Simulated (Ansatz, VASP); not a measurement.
## MoS2 in VASP and in Ansatz

INCAR

```
PREC     = Accurate       # precision mode
ENCUT    = 500            # plane-wave cutoff, eV
EDIFF    = 1E-6           # SCF threshold, eV
ISMEAR   = -1             # smearing method
SIGMA    = 0.05           # smearing width, eV
LREAL    = False          # projectors in reciprocal space
LASPH    = True           # aspherical terms in the spheres
NELM     = 120            # most SCF steps
ALGO     = Normal         # electronic algorithm
ISIF     = 2              # what is computed and relaxed
LWAVE    = False          # write WAVECAR
LCHARG   = False          # write CHGCAR
GGA      = RP             # functional
NBANDS   = 49             # bands
GGA_COMPAT= False
```

Contents of KPOINTS:

```
Automatic mesh
0
Gamma
  10 10 1
```

File POSCAR:

```
MoS2
1.0
    3.1840155185      0.0000000000      0.0000000000
   -1.5920077592      2.7574383250      0.0000000000
    0.0000000000      0.0000000000     28.3873198000
Mo S
3 6
Direct
    0.3333333333      0.6666666667      0.2281647700
    0.3333333333      0.6666666667      0.7718352300
    0.6666666667      0.3333333333      0.0000000000
    0.6666666667      0.3333333333      0.1734930900
    0.6666666667      0.3333333333      0.7171875100
    0.3333333333      0.6666666667      0.9453341200
    0.6666666667      0.3333333333      0.2828124900
    0.6666666667      0.3333333333      0.8265069100
    0.3333333333      0.6666666667      0.0546658800
```

The input input.yaml:

```yaml
crystal:
  lattice:
    - [3.1840155185, 0.0, 0.0]
    - [-1.5920077592, 2.757438325, 0.0]
    - [0.0, 0.0, 28.3873198]
  atoms:
    - { symbol: Mo, position: [0.3333333333, 0.6666666667, 0.22816477] }
    - { symbol: Mo, position: [0.3333333333, 0.6666666667, 0.77183523] }
    - { symbol: Mo, position: [0.6666666667, 0.3333333333, 0.0] }
    - { symbol: S, position: [0.6666666667, 0.3333333333, 0.17349309] }
    - { symbol: S, position: [0.6666666667, 0.3333333333, 0.71718751] }
    - { symbol: S, position: [0.3333333333, 0.6666666667, 0.94533412] }
    - { symbol: S, position: [0.6666666667, 0.3333333333, 0.28281249] }
    - { symbol: S, position: [0.6666666667, 0.3333333333, 0.82650691] }
    - { symbol: S, position: [0.3333333333, 0.6666666667, 0.05466588] }
hamiltonian:
  xc: rpbe
  pseudopotentials: { kind: paw }
kpoints:
  mp_grid: { grid: [10, 10, 1] }
  band_path:
    path:
      - [[0.0, 0.0, 0.0], [0.5, 0.0, 0.0], [0.3333333333, 0.3333333333, 0.0], [0.0, 0.0, 0.0], [0.0, 0.0, 0.5], [0.5, 0.0, 0.5], [0.3333333333, 0.3333333333, 0.5], [0.0, 0.0, 0.5]]
      - [[0.5, 0.0, 0.5], [0.5, 0.0, 0.0]]
      - [[0.3333333333, 0.3333333333, 0.0], [0.3333333333, 0.3333333333, 0.5]]
    npoints: 10
scf:
  occupations: { method: fermi_dirac, width: 0.05 }
  n_extra_bands: 22
output:
  forces: true
  stress: true
  eigenvalues: true
  fatbands: false
  write_density: true
  write_potential: true
  elf: true
  volumetric_format: npy
```

Alike in both runs: functional RPBE; k mesh 10 × 10 × 1; occupations fermi-dirac, width 0.05 eV; no spin polarisation.

|  | VASP | Ansatz |
| --- | --- | --- |
| version | VASP 6.6.1 | Ansatz 0.2.0 |
| potentials or method | VASP PAW PBE potentials, release 64 (Mo_sv, S) | Ansatz PAW |
| plane-wave cutoff (eV) | 500 | 420 |
| valence electrons in the cell | 78 | 78 |
| task | single point | band structure |

|  | VASP | Ansatz | Ansatz less VASP |
| --- | --- | --- | --- |
| gap on the k mesh at the Fermi level (eV) | 1.33 | 1.32 | -0.017 |
| least direct gap on the mesh (eV) | 1.88 | 1.88 | -0.003 |
| rms of the force components (eV/Å) | 0.136 | 0.147 | +0.0112 |

VASP's potentials were made for PBE, not for RPBE. Atom by atom the forces differ by 0.011 eV/Å (rms over components).

Noted on Ansatz's run: the k mesh misses the band edges, so the gap on the mesh is wider than the one along the path.
